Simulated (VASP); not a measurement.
The system is PtSe2.

```
CELL_PARAMETERS angstrom
3.72400 0.00000 0.00000
-1.86200 3.22508 0.00000
0.00000 0.00000 5.06200
ATOMIC_POSITIONS crystal
Pt 0.00000 0.00000 0.00000
Se 0.33333 0.66667 0.25000
Se 0.66667 0.33333 0.75000
```

Base run:

* Program: VASP 6.6.1
* Functional: revPBE
* Potentials or basis: VASP PAW PBE potentials, release 64 (Pt, Se)
* Cutoff: 520 eV
* k mesh: 6 × 6 × 4, shifted
* Occupations: fermi-dirac, width 0.3 eV
* Spin: no spin polarisation

Its results: pressure 9.4 GPa; largest force 0.704 eV/Å.

Task: The run is repeated on the same cell with these changes: functional from revPBE to RPBE. What comes out?

Result: Pressure 10.1 GPa; largest force 0.719 eV/Å.

Caveats: the cell stands under pressure; so wide a smearing shifts energies and pressures; the PAW data sets were made with another functional, which shifts forces and pressure a little.
